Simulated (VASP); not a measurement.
# HfC3 (P6_3/mmc) in VASP: a series of runs, part 2 of 3

VASP 6.6.1. The steps go on from the part before.

## (3) Single point, PBE

This run uses another cell than the first one, of 11.03 Å³/atom.

Input file INCAR:

```
SYSTEM = HfC3
ALGO = Normal
EDIFF = 1E-7
ENCUT = 520
GGA = PE
ISIF = 2
ISMEAR = 0
LASPH = .TRUE.
LCHARG = .TRUE.
LELF = .TRUE.
LREAL = .FALSE.
LVHAR = .TRUE.
LWAVE = .FALSE.
NBANDS = 32
NELM = 80
PREC = Accurate
SIGMA = 0.1
```

Input file KPOINTS:

```
k-points
0
G
  6 6 4
  0 0 0
```

Input file POSCAR:

```
HfC3
1.0
    4.4511105903      0.0000000000      0.0000000000
   -2.2255552951      3.8547748462      0.0000000000
    0.0000000000      0.0000000000      5.1439377770
Hf C
2 6
Direct
    0.3333333333      0.6666666667      0.2500000000
    0.6666666667      0.3333333333      0.7500000000
    0.8915495783      0.7830991565      0.2500000000
    0.1084504217      0.8915495783      0.7500000000
    0.2169008435      0.1084504217      0.2500000000
    0.1084504217      0.2169008435      0.7500000000
    0.8915495783      0.1084504217      0.2500000000
    0.7830991565      0.8915495783      0.7500000000
```

Potentials or basis: VASP PAW PBE potentials, release 64 (Hf_pv, C).

Started as:

```console
> cat potpaw_PBE.64/Hf_pv/POTCAR potpaw_PBE.64/C/POTCAR > POTCAR
> mpirun -np 1 vasp_std > vasp.out
```

Wall time 67 s (1 thread of Intel Xeon Platinum 8488C (Sapphire Rapids), shared host); peak memory 0.23 GiB.

The run converged. Its results:

```
Free energy            : -68.9487 eV
Pressure               : -0.3 GPa
Largest force          : 0.148 eV/Å
Band gap on the k mesh : zero (bands 22 and 23 overlap by 1.64 eV)
```

Forces in eV/Å, atoms in the order of the input:
```
Hf   0.000  0.000  0.000
Hf   0.000  0.000  0.000
C    0.000 -0.148  0.000
C    0.129 -0.074  0.000
C    0.129  0.074  0.000
C    0.000  0.148  0.000
C   -0.129  0.074  0.000
C   -0.129 -0.074  0.000
```

Levels at points of the mesh, in eV from the Fermi level:
```tsv
k point	band 20	band 21	band 22	band 23	band 24	band 25
(0.00, 0.00, 0.00)	-2.25	-1.24	-1.24	-0.12	-0.12	1.34
(0.50, 0.00, 0.00)	-2.83	-2.80	-1.99	1.16	1.77	2.27
(0.00, 0.00, 0.50)	-3.25	1.34	1.34	1.34	1.34	1.53
(0.50, 0.00, 0.50)	-3.33	-1.35	-1.35	0.21	0.21	2.24
```

Caveat: spin-orbit coupling is left out, which moves the levels of the heavy elements.

## (4) Relaxation of cell and atoms, PBE

Input file INCAR:

```
  PREC = Accurate
  ENCUT = 600
  EDIFF = 1E-6
  ISMEAR = 0
  SIGMA = 0.1
  LREAL = F
  LASPH = T
  NELM = 100
  ALGO = Normal
  ISIF = 3
  LWAVE = F
  LCHARG = F
  GGA = PE
  IBRION = 2
  NSW = 90
  EDIFFG = -0.04
```

Input file KPOINTS:

```
Automatic mesh
0
Gamma
  6 6 4
```

Input file POSCAR:

```
HfC3
1.0
    4.9782244604      0.0000000000      0.0000000000
   -2.4891122302      4.3112688485      0.0000000000
    0.0000000000      0.0000000000      3.9957932313
Hf C
2 6
Direct
    0.3333333333      0.6666666667      0.2500000000
    0.6666666667      0.3333333333      0.7500000000
    0.8330000000      0.6660000000      0.2500000000
    0.1670000000      0.8330000000      0.7500000000
    0.3340000000      0.1670000000      0.2500000000
    0.1670000000      0.3340000000      0.7500000000
    0.8330000000      0.1670000000      0.2500000000
    0.6660000000      0.8330000000      0.7500000000
```

Potentials or basis: VASP PAW PBE potentials, release 64 (Hf_pv, C).

Started as:

```console
> cat potpaw_PBE.64/Hf_pv/POTCAR potpaw_PBE.64/C/POTCAR > POTCAR
> mpirun -np 1 vasp_std > vasp.out
```

OUTCAR:

```text
PREC = Accurate
   ENCUT = 600
   EDIFF = 1E-6
   ISMEAR = 0
   LREAL = F
   LASPH = T
   NELM = 100
   ISIF = 3
   GGA = PE
   IBRION = 2
   NSW = 90
   EDIFFG = -0.04

 ion  position               nearest neighbor table
   1  0.333  0.667  0.250-   4 2.46   4 2.46   8 2.46   8 2.46   6 2.46   6 2.46   3 2.49   5 2.49
                             7 2.49   7 2.49   3 2.49   5 2.49   2 3.50   2 3.50   2 3.50   2 3.50
   2  0.667  0.333  0.750-   7 2.46   7 2.46   5 2.46   5 2.46   3 2.46   3 2.46   6 2.49   8 2.49
                             4 2.49   4 2.49   6 2.49   8 2.49   1 3.50   1 3.50   1 3.50   1 3.50
   3  0.833  0.666  0.250-   2 2.46   2 2.46   1 2.49   1 2.49
   4  0.167  0.833  0.750-   1 2.46   1 2.46   2 2.49   2 2.49
   5  0.334  0.167  0.250-   2 2.46   2 2.46   1 2.49   1 2.49
   6  0.167  0.334  0.750-   1 2.46   1 2.46   2 2.49   2 2.49
   7  0.833  0.167  0.250-   2 2.46   2 2.46   1 2.49   1 2.49
   8  0.666  0.833  0.750-   1 2.46   1 2.46   2 2.49   2 2.49

  LATTYP: Found a hexagonal cell.
 ALAT       =     4.9782244604
 C/A-ratio  =     0.8026542923

  Lattice vectors:

 A1 = (   4.9782244604,   0.0000000000,   0.0000000000)
 A2 = (  -2.4891122302,   4.3112688485,   0.0000000000)
 A3 = (   0.0000000000,   0.0000000000,   3.9957932313)

Analysis of symmetry for initial positions (statically):
=====================================================================
 Subroutine PRICEL returns:
 Original cell was already a primitive cell.

 Routine SETGRP: Setting up the symmetry group for a
 hexagonal supercell.

 Subroutine GETGRP returns: Found 24 space group operations
 (whereof 12 operations were pure point group operations)
 out of a pool of 24 trial point group operations.

The static configuration has the point symmetry D_3d.
 The point group associated with its full space group is D_6h.

Analysis of symmetry for dynamics (positions and initial velocities):
=====================================================================
 Subroutine PRICEL returns:
 Original cell was already a primitive cell.

 Routine SETGRP: Setting up the symmetry group for a
 hexagonal supercell.

 Subroutine GETGRP returns: Found 24 space group operations
 (whereof 12 operations were pure point group operations)
 out of a pool of 24 trial point group operations.

The dynamic configuration has the point symmetry D_3d.
 The point group associated with its full space group is D_6h.

 Subroutine INISYM returns: Found 24 space group operations
 (whereof 12 operations are pure point group operations),
 and found     1 'primitive' translations

----------------------------------------------------------------------------------------

                                     Primitive cell

  volume of cell :      85.7596

  direct lattice vectors                    reciprocal lattice vectors
     4.978224460  0.000000000  0.000000000     0.200874832  0.115975138  0.000000000
    -2.489112230  4.311268849  0.000000000     0.000000000  0.231950276  0.000000000
     0.000000000  0.000000000  3.995793231     0.000000000  0.000000000  0.250263200

  length of vectors
     4.978224460  4.978224460  3.995793231     0.231950276  0.231950276  0.250263200

  position of ions in fractional coordinates (direct lattice)
     0.333333333  0.666666667  0.250000000
     0.666666667  0.333333333  0.750000000
[... 49 lines left out ...]
  0.500000  0.000000  0.000000      3.000000
  0.166667  0.166667  0.000000      6.000000
  0.333333  0.166667  0.000000     12.000000
[... 13 lines left out ...]
  0.333333  0.166667  0.500000     12.000000
  0.333333  0.333333  0.500000      2.000000
   k-points           NKPTS =     21   k-points in BZ     NKDIM =     21   number of bands    NBANDS=     27
   number of dos      NEDOS =    301   number of ions     NIONS =      8
   total plane-waves  NPLWV =  51200
   dimension x,y,z NGX =    40 NGY =   40 NGZ =   32
   dimension x,y,z NGXF=    80 NGYF=   80 NGZF=   64
   ions per type =               2   6
   NGX,Y,Z   is equivalent  to a cutoff of  13.36, 13.36, 13.31 a.u.
   NGXF,Y,Z  is equivalent  to a cutoff of  26.72, 26.72, 26.63 a.u.
 SYSTEM =  unknown system
   PREC   = accura    normal or accurate (medium, high low for compatibility)
   ISTART =      0    job   : 0-new  1-cont  2-samecut
   ICHARG =      2    charge: 1-file 2-atom 10-const
   ISPIN  =      1    spin polarized calculation?
   LNONCOLLINEAR =      F non collinear calculations
   LSORBIT =      F    spin-orbit coupling
   LASPH  =      T    aspherical Exc in radial PAW
   ENCUT  =  600.0 eV  44.10 Ry    6.64 a.u.   9.94  9.94  7.98*2*pi/ulx,y,z
   NELM   =    100;   NELMIN=  2; NELMDL= -5     # of ELM steps
   EDIFF  = 0.1E-05   stopping-criterion for ELM
   LREAL  =      F    real-space projection
   EDIFFG = -.4E-01   stopping-criterion for IOM
   NSW    =     90    number of steps for IOM
   IBRION =      2    ionic relax: 0-MD 1-quasi-New 2-CG
   NFREE  =      1    steps in history (QN), initial steepest desc. (CG)
   ISIF   =      3    stress and relaxation
   ISYM   =      2    0-nonsym 1-usesym 2-fastsym
   POTIM  = 0.5000    time-step for ionic-motion
   TEBEG  =    0.0;   TEEND  =   0.0 temperature during run
   PSTRESS=    0.0 pullay stress
   NELECT =      44.0000    total number of electrons
   NUPDOWN=      -1.0000    fix difference up-down
   EMIN   =  10.00;   EMAX   =-10.00  energy-range for DOS
   EFERMI =   0.00;   METHOD = LEGACY
   ISMEAR =     0;   SIGMA  =   0.10  broadening in eV -4-tet -1-fermi 0-gaus
   EFERMI_NEDOS =   21; number of points for ismear=-14 and -15
   IALGO  =     38    algorithm
   IMIX   =      4    mixing-type and parameters
     AMIX     =   0.40;   BMIX     =  1.00
     AMIX_MAG =   1.60;   BMIX_MAG =  1.00
  volume/ion in A,a.u.               =      10.72        72.34
  Fermi-wavevector in a.u.,A,eV,Ry     =   1.310584  2.476645 23.369781  1.717630
  Thomas-Fermi vector in A             =   2.441104
   LORBIT       =      0    0 simple, 1 ext, 2 COOP (PROOUT), +10 PAW based schemes
   GGA     = PE    functional components
   LHFCALC =     F    Hartree Fock is set to
   AEXX    =    0.0000 exact exchange contribution
   IVDW    =     0    specifies the selected vdW correction
   LEPSILON=     F    determine dielectric tensor
   LRPA    =     F    only Hartree local field effects (RPA)
 conjugate gradient relaxation of ions
 non-spin polarized calculation
 Gauss-broadening in eV      SIGMA  =   0.10
  energy-cutoff  :      600.00
  volume of cell :       85.76
 maximum number of plane-waves:      2880
 NGX is ok and might be reduce to    40
   NGX = 19   NGY = 19   NGZ = 15

--------------------------------------- Ionic step        1  -------------------------------------------

 number of electron      44.0000001 magnetization

 Free energy of the ion-electron system (eV)
  ---------------------------------------------------
  ext. energy  EPLUGINS =         0.00000000
  ---------------------------------------------------
  free energy    TOTEN  =       -59.27806431 eV

  energy without entropy =      -59.26025289  energy(sigma->0) =      -59.26915860

------------------------ aborting loop because EDIFF is reached ----------------------------------------

  FORCE on cell =-STRESS in cart. coord.  units (eV):
  Direction    XX          YY          ZZ          XY          YZ          ZX
  --------------------------------------------------------------------------------------
  -------------------------------------------------------------------------------------
  Total      -15.3857124    -15.3857124      0.6178801      0.0000000      0.0000000      0.0000000
  in kB     -287.4389419   -287.4389419     11.5433591      0.0000000      0.0000000      0.0000000
  external PRESSURE =    -187.7781749 kB  Pullay stress =       0.0000000 kB
[... 107 lines left out ...]
  FREE ENERGIE OF THE ION-ELECTRON SYSTEM (eV)
  ---------------------------------------------------
  free  energy   TOTEN  =       -60.5410299053 eV

  energy  without entropy=      -60.5277125780  energy(sigma->0) =      -60.53437124

[... ionic steps 4 to 25 ...]

--------------------------------------- Ionic step       26  -------------------------------------------

 number of electron      44.0000002 magnetization

------------------------ aborting loop because EDIFF is reached ----------------------------------------
[... 79 lines left out ...]
--------------------------------------- Ionic step       28  -------------------------------------------

 number of electron      43.9999991 magnetization

 Free energy of the ion-electron system (eV)
  ---------------------------------------------------
  ext. energy  EPLUGINS =         0.00000000
  ---------------------------------------------------
  free energy    TOTEN  =       -68.94456304 eV

  energy without entropy =      -68.94177487  energy(sigma->0) =      -68.94316896

 E-fermi :   6.0698     XC(G=0): -11.5865

 val. band max:        5.9974785602   @ k =   0.5000   0.0000   0.2500
 cond. band min:       6.1214361503   @ k =   0.3333   0.3333   0.5000
 fundamental gap:      0.1239575902
 Fermi energy:         6.0697781615

 k-point     1 :       0.0000    0.0000    0.0000
  band No.  band energies     occupation
      1     -25.6056      2.00000
      2     -25.4622      2.00000
      3     -25.4560      2.00000
      4     -25.4560      2.00000
      5     -25.4010      2.00000
      6     -25.4010      2.00000
[... 654 lines left out ...]
  FREE ENERGIE OF THE ION-ELECTRON SYSTEM (eV)
  ---------------------------------------------------
  free  energy   TOTEN  =       -68.9445630404 eV

  energy  without entropy=      -68.9417748725  energy(sigma->0) =      -68.94316896

 reached required accuracy - stopping structural energy minimisation
```

Run time: 14 min. Hardware: 1 thread of Intel Xeon Platinum 8488C (Sapphire Rapids), shared host; peak memory 0.27 GiB.

What came out:

```
Free energy                           : -68.9446 eV
Relaxed volume                        : 10.93 Å³/atom
Relaxed cell                          : a = 4.447 Å, b = 4.447 Å, c = 5.107 Å, α = 90.00°, β = 90.00°, γ = 120.00°
Space group after relaxing (to 0.1 Å) : P6_3/mmc (No. 194)
Pressure after relaxing               : -0.3 GPa
Largest force after relaxing          : 0.028 eV/Å
Band gap on the k mesh                : zero (bands 22 and 23 overlap by 1.71 eV)
```

Forces on the atoms (eV/Å):
```
Hf   0.000  0.000  0.000
Hf   0.000  0.000  0.000
C    0.000  0.028  0.000
C   -0.024  0.014  0.000
C   -0.024 -0.014  0.000
C    0.000 -0.028  0.000
C    0.024 -0.014  0.000
C    0.024  0.014  0.000
```

Stress tensor (GPa, compression positive):
```
-0.56  0.00  0.00
 0.00 -0.56  0.00
 0.00  0.00  0.08
```

Final structure:
```xyz
8
Lattice="4.4466 0.0000 0.0000 -2.2233 3.8509 0.0000 0.0000 0.0000 5.1074" Properties=species:S:1:pos:R:3 pbc="T T T"
Hf    0.0000    2.5673    1.2769
Hf    2.2233    1.2836    3.8306
C     2.2233    3.0132    1.2769
C    -1.4978    3.4320    3.8306
C     0.7255    0.4188    1.2769
C     0.0000    0.8377    3.8306
C     3.7212    0.4188    1.2769
C     1.4978    3.4320    3.8306
```

Caveat: the k points lie up to 0.31 Å⁻¹ apart in the final cell, too coarse for converged energies and pressures of a metal; a cell axis changed by over 15 % at a fixed basis, so the end point is rough; spin-orbit coupling is left out, which moves the levels of the heavy elements.

(Continued in part 3 of 3.)

The gap in the log of VASP goes by the Fermi energy; the results here count the filled bands.